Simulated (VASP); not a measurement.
# Ti3C: relaxation of the atoms with PBE

System: Ti3C, a slab with vacuum.

```
Ti C
1.0
     2.90754    0.00000    0.00000
     0.00000    2.90754    0.00000
     0.00000    0.00000   19.30598
Ti C
3 1
Direct
  0.50000 0.50000 0.20719
  0.00000 0.00000 0.30576
  0.50000 0.50000 0.40433
  0.50000 0.50000 0.52657
```

```json
{
 "Program": "VASP 6.6.1",
 "Task": "relaxation of the atoms",
 "Functional": "PBE",
 "Potentials or basis": "VASP PAW PBE potentials, release 64 (Ti_sv, C)",
 "Cutoff": "520 eV",
 "k mesh": "9 × 9 × 1",
 "Occupations": "gaussian, width 0.1 eV",
 "Spin": "no spin polarisation",
 "Dipole correction": "yes",
 "Atoms held fixed (from 0)": "[0, 1, 2, 3]",
 "Further INCAR settings": "ALGO = Normal; EDIFF = 1e-07; IBRION = 2; EDIFFG = -0.025; NSW = 36"
}
```

| Quantity | Value |
| --- | --- |
| Energy gained by relaxing | 127.6 meV/atom |
| Ionic steps | 7 |
| Band gap on the k mesh | zero (bands 20 and 21 overlap by 0.23 eV) |

Step by step:
| step | energy change (eV) | largest force on free atoms (eV/Å) | pressure (GPa) |
| --- | --- | --- | --- |
| 1 | 0.0000 | 1.7132 | -2.91 |
| 2 | -0.1401 | 1.6694 | -2.65 |
| 3 | -0.4742 | 0.7524 | -1.29 |
| 4 | 1.2459 | 10.5736 | 6.19 |
| 5 | -0.4951 | 0.5118 | -1.03 |
| 6 | -0.5097 | 0.1117 | -0.46 |
| 7 | -0.5103 | 0.0169 | -0.57 |

Final structure:
```
Ti C
1.0
     2.90754    0.00000    0.00000
     0.00000    2.90754    0.00000
     0.00000    0.00000   19.30598
Ti C
3 1
Cartesian
  1.4538 1.4538 4.0000
  0.0000 0.0000 5.9030
  1.4538 1.4538 7.8060
  1.4538 1.4538 9.7476
```

Levels at points of the mesh, in eV from the Fermi level:
| k point | band 16 | band 17 | band 18 | band 19 | band 20 | band 21 | band 22 | band 23 | band 24 |
| --- | --- | --- | --- | --- | --- | --- | --- | --- | --- |
| (0.00, 0.00, 0.00) | -2.46 | -1.64 | -0.91 | -0.50 | -0.01 | 0.79 | 0.89 | 0.89 | 1.52 |

Run time: 12 min on 1 thread of Intel(R) Xeon(R) Platinum 8488C (Sapphire Rapids) (shared host), peak memory 0.3 GiB.
